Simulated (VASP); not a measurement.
# BP (P6_3/mmc) in VASP: notebook

Runs on BP. Level: PBE. Tasks: single point.

Program: VASP 6.6.1. These are calculated values, not measurements. Logs are shortened: lines on timing, memory, paths and dates and some standing lists are left out, and cuts for length are marked.

## 1. The cell of the first run

Symmetry: P6_3/mmc, No. 194, hexagonal system. Conventional cell: a = 3.080 Å, b = 3.080 Å, c = 5.015 Å, α = 90.00°, β = 90.00°, γ = 120.00°. B (site symmetry -3m) has 6 P at 2.18 Å and 2 B at 2.51 Å within 2.9 Å. Within 2.9 Å of P (site symmetry -6m2) lie 6 B at 2.18 Å.

## 2. Single point, PBE

Input file INCAR:

```
SYSTEM = BP
ALGO = Normal ; EDIFF = 1E-6
ENCUT = 500 ; GGA = PE
GGA_COMPAT = .FALSE. ; ISIF = 2
ISMEAR = 1 ; LASPH = .TRUE.
LCHARG = .FALSE. ; LREAL = .FALSE.
LWAVE = .FALSE. ; NBANDS = 16
NELM = 120 ; PREC = Accurate
SIGMA = 0.5
```

Input file KPOINTS:

```
k-points
0
G
  6 6 4
  0 0 0
```

Input file POSCAR:

```
BP
1.0
    3.0799086887      0.0000000000      0.0000000000
   -1.5399543444      2.6672791658      0.0000000000
    0.0000000000      0.0000000000      5.0145727567
B P
2 2
Direct
    0.0000000000      0.0000000000      0.0000000000
    0.0000000000      0.0000000000      0.5000000000
    0.3333333333      0.6666666667      0.2500000000
    0.6666666667      0.3333333333      0.7500000000
```

Potentials or basis: VASP PAW PBE potentials, release 64 (B, P).

Run with:

```console
$ cat potpaw_PBE.64/B/POTCAR potpaw_PBE.64/P/POTCAR > POTCAR
$ mpirun -np 1 vasp_std > vasp.out
```

OUTCAR:

```text
SYSTEM = BP
   EDIFF = 1E-6
   ENCUT = 500
   GGA = PE
   ISIF = 2
   ISMEAR = 1
   LASPH = .TRUE.
   LREAL = .FALSE.
   NELM = 120
   PREC = Accurate

 ion  position               nearest neighbor table
   1  0.000  0.000  0.000-   3 2.18   4 2.18   4 2.18   3 2.18   4 2.18   3 2.18
   2  0.000  0.000  0.500-   3 2.18   4 2.18   4 2.18   3 2.18   4 2.18   3 2.18
   3  0.333  0.667  0.250-   1 2.18   2 2.18   1 2.18   2 2.18   1 2.18   2 2.18
   4  0.667  0.333  0.750-   1 2.18   2 2.18   1 2.18   2 2.18   1 2.18   2 2.18

  LATTYP: Found a hexagonal cell.
 ALAT       =     3.0799086887
 C/A-ratio  =     1.6281563071

  Lattice vectors:

 A1 = (   3.0799086887,   0.0000000000,   0.0000000000)
 A2 = (  -1.5399543444,   2.6672791658,   0.0000000000)
 A3 = (   0.0000000000,   0.0000000000,   5.0145727567)

Analysis of symmetry for initial positions (statically):
=====================================================================
 Subroutine PRICEL returns:
 Original cell was already a primitive cell.

 Routine SETGRP: Setting up the symmetry group for a
 hexagonal supercell.

 Subroutine GETGRP returns: Found 24 space group operations
 (whereof 12 operations were pure point group operations)
 out of a pool of 24 trial point group operations.

The static configuration has the point symmetry D_3d.
 The point group associated with its full space group is D_6h.

Analysis of symmetry for dynamics (positions and initial velocities):
=====================================================================
 Subroutine PRICEL returns:
 Original cell was already a primitive cell.

 Routine SETGRP: Setting up the symmetry group for a
 hexagonal supercell.

 Subroutine GETGRP returns: Found 24 space group operations
 (whereof 12 operations were pure point group operations)
 out of a pool of 24 trial point group operations.

The dynamic configuration has the point symmetry D_3d.
 The point group associated with its full space group is D_6h.

 Subroutine INISYM returns: Found 24 space group operations
 (whereof 12 operations are pure point group operations),
 and found     1 'primitive' translations

----------------------------------------------------------------------------------------

                                     Primitive cell

  volume of cell :      41.1946

  direct lattice vectors                    reciprocal lattice vectors
     3.079908689  0.000000000  0.000000000     0.324684950  0.187456944  0.000000000
    -1.539954344  2.667279166  0.000000000     0.000000000  0.374913887  0.000000000
     0.000000000  0.000000000  5.014572757     0.000000000  0.000000000  0.199418784

  length of vectors
     3.079908689  3.079908689  5.014572757     0.374913887  0.374913887  0.199418784

  position of ions in fractional coordinates (direct lattice)
     0.000000000  0.000000000  0.000000000
     0.000000000  0.000000000  0.500000000
     0.333333333  0.666666667  0.250000000
     0.666666667  0.333333333  0.750000000

  ion indices of the primitive-cell ions
   primitive index   ion index
                 1           1
                 2           2
                 3           3
                 4           4

----------------------------------------------------------------------------------------

 KPOINTS: k-points

Automatic generation of k-mesh.
 Grid dimensions read from file:
 generate k-points for:    6    6    4

 Generating k-lattice:

  Cartesian coordinates                     Fractional coordinates (reciprocal lattice)
     0.054114158  0.031242824  0.000000000     0.166666667  0.000000000  0.000000000
     0.000000000  0.062485648  0.000000000     0.000000000  0.166666667  0.000000000
     0.000000000  0.000000000  0.049854696     0.000000000  0.000000000  0.250000000

  Length of vectors
     0.062485648  0.062485648  0.049854696

  Shift w.r.t. Gamma in fractional coordinates (k-lattice)
     0.000000000  0.000000000  0.000000000

 Subroutine IBZKPT returns following result:
 ===========================================

 Found     21 irreducible k-points:

 Following reciprocal coordinates:
            Coordinates               Weight
  0.000000  0.000000  0.000000      1.000000
  0.166667  0.000000  0.000000      6.000000
  0.333333  0.000000  0.000000      6.000000
  0.500000  0.000000  0.000000      3.000000
  0.166667  0.166667  0.000000      6.000000
  0.333333  0.166667  0.000000     12.000000
[... 13 lines left out ...]
  0.333333  0.166667  0.500000     12.000000
  0.333333  0.333333  0.500000      2.000000
   k-points           NKPTS =     21   k-points in BZ     NKDIM =     21   number of bands    NBANDS=     16
   number of dos      NEDOS =    301   number of ions     NIONS =      4
   total plane-waves  NPLWV =  23040
   dimension x,y,z NGX =    24 NGY =   24 NGZ =   40
   dimension x,y,z NGXF=    48 NGYF=   48 NGZF=   80
   ions per type =               2   2
   NGX,Y,Z   is equivalent  to a cutoff of  12.95, 12.95, 13.26 a.u.
   NGXF,Y,Z  is equivalent  to a cutoff of  25.91, 25.91, 26.52 a.u.
 SYSTEM =  BP
   PREC   = accura    normal or accurate (medium, high low for compatibility)
   ISTART =      0    job   : 0-new  1-cont  2-samecut
   ICHARG =      2    charge: 1-file 2-atom 10-const
   ISPIN  =      1    spin polarized calculation?
   LNONCOLLINEAR =      F non collinear calculations
   LSORBIT =      F    spin-orbit coupling
   LASPH  =      T    aspherical Exc in radial PAW
   ENCUT  =  500.0 eV  36.75 Ry    6.06 a.u.   5.62  5.62  9.14*2*pi/ulx,y,z
   NELM   =    120;   NELMIN=  2; NELMDL= -5     # of ELM steps
   EDIFF  = 0.1E-05   stopping-criterion for ELM
   LREAL  =      F    real-space projection
   EDIFFG = 0.1E-04   stopping-criterion for IOM
   NSW    =      0    number of steps for IOM
   IBRION =     -1    ionic relax: 0-MD 1-quasi-New 2-CG
   NFREE  =      0    steps in history (QN), initial steepest desc. (CG)
   ISIF   =      2    stress and relaxation
   ISYM   =      2    0-nonsym 1-usesym 2-fastsym
   POTIM  = 0.5000    time-step for ionic-motion
   TEBEG  =    0.0;   TEEND  =   0.0 temperature during run
   PSTRESS=    0.0 pullay stress
   NELECT =      16.0000    total number of electrons
   NUPDOWN=      -1.0000    fix difference up-down
   EMIN   =  10.00;   EMAX   =-10.00  energy-range for DOS
   EFERMI =   0.00;   METHOD = LEGACY
   ISMEAR =     1;   SIGMA  =   0.50  broadening in eV -4-tet -1-fermi 0-gaus
   EFERMI_NEDOS =   21; number of points for ismear=-14 and -15
   IALGO  =     38    algorithm
   IMIX   =      4    mixing-type and parameters
     AMIX     =   0.40;   BMIX     =  1.00
     AMIX_MAG =   1.60;   BMIX_MAG =  1.00
  volume/ion in A,a.u.               =      10.30        69.50
  Fermi-wavevector in a.u.,A,eV,Ry     =   1.194450  2.257184 19.411588  1.426711
  Thomas-Fermi vector in A             =   2.330440
   LORBIT       =      0    0 simple, 1 ext, 2 COOP (PROOUT), +10 PAW based schemes
   GGA     = PE    functional components
   LHFCALC =     F    Hartree Fock is set to
   AEXX    =    0.0000 exact exchange contribution
   IVDW    =     0    specifies the selected vdW correction
   LEPSILON=     F    determine dielectric tensor
   LRPA    =     F    only Hartree local field effects (RPA)
 non-spin polarized calculation
 Methfessel and Paxton  Order N= 1 SIGMA  =   0.50
  energy-cutoff  :      500.00
  volume of cell :       41.19
 maximum number of plane-waves:      1087
 NGX is ok and might be reduce to    24
   NGX = 11   NGY = 11   NGZ = 19

 number of electron      15.9999997 magnetization

 Free energy of the ion-electron system (eV)
  ---------------------------------------------------
  ext. energy  EPLUGINS =         0.00000000
  ---------------------------------------------------
  free energy    TOTEN  =       -21.15340188 eV

  energy without entropy =      -21.15615145  energy(sigma->0) =      -21.15431840

 E-fermi :   9.7896     XC(G=0): -11.8256

 val. band max:        9.7779898605   @ k =   0.3333   0.3333   0.5000
 cond. band min:       9.7963452248   @ k =   0.1667   0.0000   0.0000
 fundamental gap:      0.0183553643
 Fermi energy:         9.7896187440

 k-point     1 :       0.0000    0.0000    0.0000
  band No.  band energies     occupation
      1      -7.2847      2.00000
      2      -2.9647      2.00000
      3      -0.9477      2.00000
      4       8.3023      2.00022
      5       8.3023      2.00022
      6      10.1012      0.13979
[... 8 lines left out ...]
     15      17.0932     -0.00000
     16      18.3291     -0.00000

 k-point     2 :       0.1667    0.0000    0.0000
  band No.  band energies     occupation
      1      -6.7695      2.00000
      2      -2.4740      2.00000
      3      -0.4701      2.00000
      4       5.2856      2.00000
      5       7.0013      2.00000
      6       8.5700      2.00302
[... 8 lines left out ...]
     15      16.4540     -0.00000
     16      17.9303     -0.00000

 k-point     3 :       0.3333    0.0000    0.0000
  band No.  band energies     occupation
      1      -5.2429      2.00000
      2      -1.2632      2.00000
      3       0.9497      2.00000
      4       1.4617      2.00000
      5       5.1855      2.00000
      6       5.6707      2.00000
[... 8 lines left out ...]
     15      18.4815     -0.00000
     16      21.1665      0.00000

 k-point     4 :       0.5000    0.0000    0.0000
  band No.  band energies     occupation
      1      -2.9935      2.00000
      2      -2.6093      2.00000
      3       1.7934      2.00000
      4       2.2737      2.00000
      5       2.9208      2.00000
      6       3.7547      2.00000
[... 8 lines left out ...]
     15      20.4734      0.00000
     16      21.1028      0.00000

 k-point     5 :       0.1667    0.1667    0.0000
  band No.  band energies     occupation
      1      -5.7474      2.00000
      2      -1.5627      2.00000
      3       0.4801      2.00000
      4       3.1800      2.00000
      5       3.8256      2.00000
      6       7.8344      2.00000
[... 8 lines left out ...]
     15      17.3517     -0.00000
     16      19.5341     -0.00000

 k-point     6 :       0.3333    0.1667    0.0000
  band No.  band energies     occupation
      1      -3.7545      2.00000
      2      -1.1421      2.00000
      3       0.9821      2.00000
      4       2.3426      2.00000
      5       2.4446      2.00000
      6       5.0192      2.00000
[... 8 lines left out ...]
     15      19.1836     -0.00000
     16      19.9200      0.00000
[... 210 lines left out ...]
 k-point    18 :       0.5000    0.0000    0.5000
  band No.  band energies     occupation
      1      -2.1996      2.00000
      2      -2.1996      2.00000
      3      -0.4195      2.00000
      4      -0.4195      2.00000
      5       6.5092      2.00000
      6       6.5092      2.00000
[... 8 lines left out ...]
     15      18.9910     -0.00000
     16      18.9910     -0.00000

 k-point    19 :       0.1667    0.1667    0.5000
  band No.  band energies     occupation
      1      -4.4728      2.00000
      2      -4.4728      2.00000
      3       4.0385      2.00000
      4       4.0385      2.00000
      5       4.7985      2.00000
      6       4.7985      2.00000
[... 8 lines left out ...]
     15      17.6162     -0.00000
     16      17.6162     -0.00000

 k-point    20 :       0.3333    0.1667    0.5000
  band No.  band energies     occupation
      1      -2.5866      2.00000
      2      -2.5866      2.00000
      3       0.8238      2.00000
      4       0.8238      2.00000
      5       3.9334      2.00000
      6       3.9334      2.00000
[... 8 lines left out ...]
     15      19.2556     -0.00000
     16      19.2556     -0.00000

 k-point    21 :       0.3333    0.3333    0.5000
  band No.  band energies     occupation
      1      -1.1488      2.00000
      2      -1.1488      2.00000
      3       0.2613      2.00000
      4       0.2613      2.00000
      5       1.7747      2.00000
      6       1.7747      2.00000
[... 8 lines left out ...]
     15      18.6177     -0.00000
     16      18.6177     -0.00000

------------------------ aborting loop because EDIFF is reached ----------------------------------------

  FORCE on cell =-STRESS in cart. coord.  units (eV):
  Direction    XX          YY          ZZ          XY          YZ          ZX
  --------------------------------------------------------------------------------------
  -------------------------------------------------------------------------------------
  Total       -0.2218044     -0.2218044      1.0215704      0.0000000      0.0000000     -0.0000000
  in kB       -8.6266152     -8.6266152     39.7318343      0.0000000      0.0000000     -0.0000000
  external PRESSURE =       7.4928680 kB  Pullay stress =       0.0000000 kB

 VOLUME and BASIS-vectors are now :
 -----------------------------------------------------------------------------
  energy-cutoff  :      500.00
  volume of cell :       41.19
      direct lattice vectors                 reciprocal lattice vectors
     3.079908689  0.000000000  0.000000000     0.324684950  0.187456944  0.000000000
    -1.539954344  2.667279166  0.000000000     0.000000000  0.374913887  0.000000000
     0.000000000  0.000000000  5.014572757     0.000000000  0.000000000  0.199418784

 POSITION                                       TOTAL-FORCE (eV/Angst)
 -----------------------------------------------------------------------------------
      0.00000      0.00000      0.00000         0.000000      0.000000      0.000000
      0.00000      0.00000      2.50729         0.000000      0.000000      0.000000
     -0.00000      1.77819      1.25364         0.000000     -0.000000      0.000000
      1.53995      0.88909      3.76093        -0.000000      0.000000     -0.000000
 -----------------------------------------------------------------------------------
    total drift:                               -0.000000      0.000000      0.000000

  FREE ENERGIE OF THE ION-ELECTRON SYSTEM (eV)
  ---------------------------------------------------
  free  energy   TOTEN  =       -21.1534018823 eV

  energy  without entropy=      -21.1561514464  energy(sigma->0) =      -21.15431840
```

It took 5.7 s on 1 thread of Intel Xeon 6975P-C (Granite Rapids), shared host; peak memory 0.15 GiB.

Results:

| Quantity | Value |
| --- | --- |
| Free energy | -21.1534 eV |
| Pressure | 0.7 GPa |
| Band gap on the k mesh | zero (band 8 reaches 11.01 eV, above the bottom of band 9 at 5.31 eV) |

Stress tensor (GPa, compression positive):
```
-0.86  0.00  0.00
 0.00 -0.86  0.00
 0.00  0.00  3.97
```

Caveat: the k points lie up to 0.39 Å⁻¹ apart.

(Part 1 of 2 ends here.)
